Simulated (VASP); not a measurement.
# W in VASP: single point with PBE

Aim: the single point of W with PBE.

All numbers are computed with VASP 6.6.1; they aren't measurements. Logs are shortened: lines on timing, memory, paths and dates and some standing lists are left out, and cuts for length are marked.

## (1) The cell of the first run

The cell holds a slab with vacuum, 4 atoms: a = 2.867 Å, b = 2.867 Å, c = 28.281 Å, α = 90.00°, β = 90.00°, γ = 109.47°.

## (2) Single point, PBE

Input file INCAR:

```
SYSTEM = W
PREC = Accurate
ENCUT = 400
EDIFF = 1E-6
ISMEAR = 1
SIGMA = 0.1
LREAL = .FALSE.
LASPH = .TRUE.
NELM = 120
ALGO = Normal
ISIF = 2
LWAVE = .FALSE.
LCHARG = .FALSE.
LDIPOL = .TRUE.
IDIPOL = 3
DIPOL = 0.5 0.5 0.650
GGA = PE
NBANDS = 36
GGA_COMPAT = .FALSE.
NELMDL = -8
```

Input file KPOINTS:

```
regular mesh
0
G
  12 12 1
  0 0 0
```

Input file POSCAR:

```
W
1.0
    2.8674683021     -0.0000000080      0.0000000000
   -0.9558227749      2.7034750390      0.0000000000
    0.0000000000      0.0000000000     28.2812012849
W
4
Direct
    0.0008955959      0.9991044041      0.5360319882
    0.5004866465      0.4995133535      0.6122306461
   -0.0000830219      1.0000830219      0.6897148931
    0.5001891324      0.4998108676      0.7630645253
```

Potentials or basis: VASP PAW PBE potentials, release 64 (W_sv).

The run is started by

```console
> cat potpaw_PBE.64/W_sv/POTCAR > POTCAR
> mpirun -np 1 vasp_std > vasp.out
```

OUTCAR:

```text
SYSTEM = W
   PREC = Accurate
   ENCUT = 400
   EDIFF = 1E-6
   ISMEAR = 1
   LREAL = .FALSE.
   LASPH = .TRUE.
   NELM = 120
   ISIF = 2
   GGA = PE
   NELMDL = -8

 ion  position               nearest neighbor table
   1  0.001  0.999  0.536-   2 2.72   2 2.72   2 3.18   2 3.18
   2  0.500  0.500  0.612-   1 2.72   1 2.72   3 2.75   3 2.75   1 3.18   1 3.18   3 3.20   3 3.21

   3  1.000  0.000  0.690-   4 2.65   4 2.65   2 2.75   2 2.75   4 3.13   4 3.13   2 3.20   2 3.21

   4  0.500  0.500  0.763-   3 2.65   3 2.65   3 3.13   3 3.13

  LATTYP: Found a base centered orthorhombic cell.
 ALAT       =     3.3110671792
 B/A-ratio  =     1.4142135707
 C/A-ratio  =     8.5414157293

  Lattice vectors:

 A1 = (   2.8674683021,  -0.0000000080,   0.0000000000)
 A2 = (  -0.9558227749,   2.7034750390,   0.0000000000)
 A3 = (   0.0000000000,   0.0000000000,  28.2812012849)

Analysis of symmetry for initial positions (statically):
=====================================================================
 Subroutine PRICEL returns:
 Original cell was already a primitive cell.

 Routine SETGRP: Setting up the symmetry group for a
 base centered orthorhombic supercell.

 Subroutine GETGRP returns: Found  2 space group operations
 (whereof  2 operations were pure point group operations)
 out of a pool of  8 trial point group operations.

The static configuration has the point symmetry C_1h.

Analysis of symmetry for dynamics (positions and initial velocities):
=====================================================================
 Subroutine PRICEL returns:
 Original cell was already a primitive cell.

 Routine SETGRP: Setting up the symmetry group for a
 base centered orthorhombic supercell.

 Subroutine GETGRP returns: Found  2 space group operations
 (whereof  2 operations were pure point group operations)
 out of a pool of  8 trial point group operations.

The dynamic configuration has the point symmetry C_1h.

 Subroutine INISYM returns: Found  2 space group operations
 (whereof  2 operations are pure point group operations),
 and found     1 'primitive' translations

----------------------------------------------------------------------------------------

                                     Primitive cell

  volume of cell :     219.2395

  direct lattice vectors                    reciprocal lattice vectors
     2.867468302 -0.000000008  0.000000000     0.348739688  0.123298100  0.000000000
    -0.955822775  2.703475039  0.000000000     0.000000001  0.369894298  0.000000000
     0.000000000  0.000000000 28.281201285     0.000000000  0.000000000  0.035359177

  length of vectors
     2.867468302  2.867468302 28.281201285     0.369894298  0.369894298  0.035359177

  position of ions in fractional coordinates (direct lattice)
     0.000895596  0.999104404  0.536031988
     0.500486647  0.499513353  0.612230646
     0.999916978  0.000083022  0.689714893
     0.500189132  0.499810868  0.763064525

  ion indices of the primitive-cell ions
   primitive index   ion index
                 1           1
                 2           2
                 3           3
                 4           4

----------------------------------------------------------------------------------------

 KPOINTS: regular mesh

Automatic generation of k-mesh.
 Grid dimensions read from file:
 generate k-points for:   12   12    1

 Generating k-lattice:

  Cartesian coordinates                     Fractional coordinates (reciprocal lattice)
     0.029061641  0.010274842  0.000000000     0.083333333  0.000000000  0.000000000
     0.000000000  0.030824525  0.000000000     0.000000000  0.083333333  0.000000000
     0.000000000  0.000000000  0.035359177     0.000000000  0.000000000  1.000000000

  Length of vectors
     0.030824525  0.030824525  0.035359177

  Shift w.r.t. Gamma in fractional coordinates (k-lattice)
     0.000000000  0.000000000  0.000000000

 Subroutine IBZKPT returns following result:
 ===========================================

 Found     43 irreducible k-points:

 Following reciprocal coordinates:
            Coordinates               Weight
  0.000000  0.000000  0.000000      1.000000
  0.083333  0.000000  0.000000      4.000000
  0.166667  0.000000  0.000000      4.000000
  0.250000  0.000000  0.000000      4.000000
  0.333333  0.000000  0.000000      4.000000
  0.416667  0.000000  0.000000      4.000000
[... 16 lines left out ...]
  0.500000  0.166667  0.000000      4.000000
 -0.416667  0.166667  0.000000      4.000000
 [... further k-points ...]
   k-points           NKPTS =     43   k-points in BZ     NKDIM =     43   number of bands    NBANDS=     36
   number of dos      NEDOS =    301   number of ions     NIONS =      4
   total plane-waves  NPLWV =  76800
   dimension x,y,z NGX =    20 NGY =   20 NGZ =  192
   dimension x,y,z NGXF=    40 NGYF=   40 NGZF=  384
   ions per type =               4
   NGX,Y,Z   is equivalent  to a cutoff of  11.60, 11.60, 11.29 a.u.
   NGXF,Y,Z  is equivalent  to a cutoff of  23.19, 23.19, 22.57 a.u.
 SYSTEM =  W
   PREC   = accura    normal or accurate (medium, high low for compatibility)
   ISTART =      0    job   : 0-new  1-cont  2-samecut
   ICHARG =      2    charge: 1-file 2-atom 10-const
   ISPIN  =      1    spin polarized calculation?
   LNONCOLLINEAR =      F non collinear calculations
   LSORBIT =      F    spin-orbit coupling
   LASPH  =      T    aspherical Exc in radial PAW
   ENCUT  =  400.0 eV  29.40 Ry    5.42 a.u.   4.68  4.68 46.12*2*pi/ulx,y,z
   NELM   =    120;   NELMIN=  2; NELMDL= -8     # of ELM steps
   EDIFF  = 0.1E-05   stopping-criterion for ELM
   LREAL  =      F    real-space projection
   EDIFFG = 0.1E-04   stopping-criterion for IOM
   NSW    =      0    number of steps for IOM
   IBRION =     -1    ionic relax: 0-MD 1-quasi-New 2-CG
   NFREE  =      0    steps in history (QN), initial steepest desc. (CG)
   ISIF   =      2    stress and relaxation
   ISYM   =      2    0-nonsym 1-usesym 2-fastsym
   POTIM  = 0.5000    time-step for ionic-motion
   TEBEG  =    0.0;   TEEND  =   0.0 temperature during run
   PSTRESS=    0.0 pullay stress
   NELECT =      56.0000    total number of electrons
   NUPDOWN=      -1.0000    fix difference up-down
   EMIN   =  10.00;   EMAX   =-10.00  energy-range for DOS
   EFERMI =   0.00;   METHOD = LEGACY
   ISMEAR =     1;   SIGMA  =   0.10  broadening in eV -4-tet -1-fermi 0-gaus
   EFERMI_NEDOS =   21; number of points for ismear=-14 and -15
   IALGO  =     38    algorithm
   IMIX   =      4    mixing-type and parameters
     AMIX     =   0.40;   BMIX     =  1.00
     AMIX_MAG =   1.60;   BMIX_MAG =  1.00
  volume/ion in A,a.u.               =      54.81       369.88
  Fermi-wavevector in a.u.,A,eV,Ry     =   1.038719  1.962893 14.679819  1.078936
  Thomas-Fermi vector in A             =   2.173216
   LORBIT       =      0    0 simple, 1 ext, 2 COOP (PROOUT), +10 PAW based schemes
   GGA     = PE    functional components
   LHFCALC =     F    Hartree Fock is set to
   AEXX    =    0.0000 exact exchange contribution
   IVDW    =     0    specifies the selected vdW correction
   LEPSILON=     F    determine dielectric tensor
   LRPA    =     F    only Hartree local field effects (RPA)
 non-spin polarized calculation
 Methfessel and Paxton  Order N= 1 SIGMA  =   0.10
  energy-cutoff  :      400.00
  volume of cell :      219.24
 maximum number of plane-waves:      4029
   NGX =  9   NGY =  9   NGZ = 93

 dipolmoment           0.000000      0.000000      0.000167 electrons x Angstroem

 number of electron      56.0000001 magnetization

 dipolmoment           0.000000      0.000000     -0.003511 electrons x Angstroem

 Free energy of the ion-electron system (eV)
  ---------------------------------------------------
  ext. energy  EPLUGINS =         0.00000000
  ---------------------------------------------------
  free energy    TOTEN  =       -48.29119084 eV

  energy without entropy =      -48.28993340  energy(sigma->0) =      -48.29077169

 E-fermi :   0.0465     XC(G=0):  -4.8558

 val. band max:        0.0414663012   @ k =   0.3333   0.1667   0.0000
 cond. band min:       0.0526481813   @ k =   0.4167   0.0000   0.0000
 fundamental gap:      0.0111818800
 Fermi energy:         0.0464988632

 k-point     1 :       0.0000    0.0000    0.0000
  band No.  band energies     occupation
      1     -74.2247      2.00000
      2     -74.1603      2.00000
      3     -74.0887      2.00000
      4     -74.0292      2.00000
      5     -38.8965      2.00000
      6     -38.6290      2.00000
[... 28 lines left out ...]
     35       1.9998     -0.00000
     36       2.2012      0.00000

 k-point     2 :       0.0833    0.0000    0.0000
  band No.  band energies     occupation
      1     -74.2207      2.00000
      2     -74.1574      2.00000
      3     -74.0871      2.00000
      4     -74.0279      2.00000
      5     -38.8797      2.00000
      6     -38.6411      2.00000
[... 28 lines left out ...]
     35       2.1142      0.00000
     36       2.3012      0.00000

 k-point     3 :       0.1667    0.0000    0.0000
  band No.  band energies     occupation
      1     -74.2095      2.00000
      2     -74.1496      2.00000
      3     -74.0827      2.00000
      4     -74.0244      2.00000
      5     -38.8331      2.00000
      6     -38.6793      2.00000
[... 28 lines left out ...]
     35       2.0417     -0.00000
     36       2.3177      0.00000

 k-point     4 :       0.2500    0.0000    0.0000
  band No.  band energies     occupation
      1     -74.1936      2.00000
      2     -74.1392      2.00000
      3     -74.0769      2.00000
      4     -74.0199      2.00000
      5     -38.7748      2.00000
      6     -38.7434      2.00000
[... 28 lines left out ...]
     35       2.2069      0.00000
     36       2.4531      0.00000

 k-point     5 :       0.3333    0.0000    0.0000
  band No.  band energies     occupation
      1     -74.1768      2.00000
      2     -74.1292      2.00000
      3     -74.0712      2.00000
      4     -74.0157      2.00000
      5     -38.8289      2.00000
      6     -38.7673      2.00000
[... 655 lines left out ...]
 k-point    22 :       0.4167    0.1667    0.0000
  band No.  band energies     occupation
      1     -74.1537      2.00000
      2     -74.1145      2.00000
      3     -74.0598      2.00000
      4     -74.0057      2.00000
      5     -38.8610      2.00000
      6     -38.8365      2.00000
[... 28 lines left out ...]
     35       3.5633      0.00000
     36       3.6097      0.00000

 k-point    23 :       0.5000    0.1667    0.0000
  band No.  band energies     occupation
      1     -74.1571      2.00000
      2     -74.1129      2.00000
      3     -74.0567      2.00000
      4     -74.0016      2.00000
      5     -38.8668      2.00000
      6     -38.8192      2.00000
[... 28 lines left out ...]
     35       3.9478      0.00000
     36       4.0217      0.00000

 k-point    24 :      -0.4167    0.1667    0.0000
  band No.  band energies     occupation
      1     -74.1672      2.00000
      2     -74.1165      2.00000
      3     -74.0570      2.00000
      4     -74.0006      2.00000
      5     -38.8170      2.00000
      6     -38.7549      2.00000
[... 28 lines left out ...]
     35       3.5785      0.00000
     36       3.8556      0.00000

 [... further k-points ...]

------------------------ aborting loop because EDIFF is reached ----------------------------------------

 vacuum level on the upper side and lower side of the slab       (xc-potential included)        -0.048         0.032

  FORCE on cell =-STRESS in cart. coord.  units (eV):
  Direction    XX          YY          ZZ          XY          YZ          ZX
  --------------------------------------------------------------------------------------
  -------------------------------------------------------------------------------------
  Total      -10.6498368    -11.5072110     -1.0102307     -1.2125102     -0.0096446      0.0136395
  in kB      -77.8277892    -84.0933817     -7.3826502     -8.8608859     -0.0704814      0.0996757
  external PRESSURE =     -56.4346070 kB  Pullay stress =       0.0000000 kB

 VOLUME and BASIS-vectors are now :
 -----------------------------------------------------------------------------
  energy-cutoff  :      400.00
  volume of cell :      219.24
      direct lattice vectors                 reciprocal lattice vectors
     2.867468302 -0.000000008  0.000000000     0.348739688  0.123298100  0.000000000
    -0.955822775  2.703475039  0.000000000     0.000000001  0.369894298  0.000000000
     0.000000000  0.000000000 28.281201285     0.000000000  0.000000000  0.035359177

 POSITION                                       TOTAL-FORCE (eV/Angst)
 -----------------------------------------------------------------------------------
     -0.95240      2.70105     15.15963        -0.004197      0.002968      0.598626
      0.95768      1.35042     17.31462        -0.002552      0.001805     -0.697221
      2.86715      0.00022     19.50597         0.011594     -0.008198      0.042759
      0.95655      1.35123     21.58038        -0.004844      0.003426      0.055836
 -----------------------------------------------------------------------------------
    total drift:                               -0.000074      0.000052     -0.000224

  FREE ENERGIE OF THE ION-ELECTRON SYSTEM (eV)
  ---------------------------------------------------
  free  energy   TOTEN  =       -48.2911908396 eV

  energy  without entropy=      -48.2899333958  energy(sigma->0) =      -48.29077169

 vacuum level on the upper side and lower side of the slab         4.716         4.798
```

Wall time 7.1 min (1 thread of AMD EPYC 7R43 (Zen 3), shared host); peak memory 0.3 GiB.

Results:

- Free energy: -48.2912 eV
- Largest force: 0.697 eV/Å
- Band gap on the k mesh: zero (bands 28 and 29 overlap by 1.67 eV)

Forces on the atoms (eV/Å):
```
W   -0.004  0.003  0.599
W   -0.003  0.002 -0.697
W    0.012 -0.008  0.043
W   -0.005  0.003  0.056
```

Caveat: spin-orbit coupling is left out, which moves the levels of the heavy elements.
